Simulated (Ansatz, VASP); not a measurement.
**Two plane-wave programs on W**

```
W
1.0
    -1.60084    1.60084    1.52986
     1.60084   -1.60084    1.52986
     1.60084    1.60084   -1.52986
W
1
Direct
  0.00000 0.00000 0.00000
```

Change from the starting cell: strain +0.015 along x and y, -0.030 along z, atoms carried along.

Alike in both runs: task single point; functional PBEsol; k mesh 26 × 26 × 26; occupations gaussian, width 0.15 eV; no spin polarisation.

|  | VASP | Ansatz |
| --- | --- | --- |
| version | VASP 6.6.1 | Ansatz 0.2.0 |
| potentials or method | VASP PAW PBE potentials, release 64 (W_sv), cutoff 520 eV | scalar-relativistic, plane waves, PAW |
| valence electrons in the cell | 14 | 14 |

```tsv
	VASP	Ansatz	Ansatz less VASP
gap on the k mesh at the Fermi level (eV)	none	none	-
pressure (GPa)	1.1	0.5	-0.62
traceless stress, the component that is largest in VASP (GPa)	10.30	10.30	+0.001
```

VASP's potentials were made for PBE, not for PBEsol. A gap of «none» marks a metal or a gap that the smearing closes. With one functional, cell and mesh, what is left measures potentials, basis and numerics.

Neither program's run includes spin-orbit coupling.
